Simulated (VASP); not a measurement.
MoS:

```
Mo S
1.0
     3.81187    0.00000    0.00000
    -1.90593    3.30118    0.00000
     0.00000    0.00000    6.64291
Mo S
2 2
Direct
  0.00000 0.00000 0.00000
  0.00000 0.00000 0.50000
  0.33333 0.66667 0.25000
  0.66667 0.33333 0.75000
```

Base run:

- Program: VASP 6.6.1
- Functional: r2SCAN
- Potentials or basis: VASP PAW PBE potentials, release 64 (Mo_sv, S)
- Cutoff: 520 eV
- k mesh: 12 × 12 × 6
- Occupations: gaussian, width 0.1 eV
- Spin: collinear spin
- Starting moments: [2.0, 2.0, 0.0, 0.0] μB
- Hubbard terms: Mo d U = 4.38 eV

Its results: band gap on the k mesh zero (filled and empty bands overlap); pressure -1.2 GPa; net moment 8.00 μB per cell; site moments Mo +3.65; S -0.11 μB.

Problem. The run is repeated on the same cell with these changes: further incar settings from ALGO = Normal; EDIFF = 1e-07; NBANDS = 32 to ALGO = Normal; EDIFF = 1e-06; NBANDS = 32; moments at the start from [2.0, 2.0, 0.0, 0.0] to [2.0, -2.0, 0.0, 0.0]. What comes out?

Solution. Band gap on the k mesh zero (filled and empty bands overlap); pressure -6.4 GPa; net moment 0.00 μB per cell; site moments Mo +3.37, -3.37; S +0.00 μB.

Caveats: the PAW data sets were made with another functional, which shifts forces and pressure a little; the cell stands under tension (at least some runs).
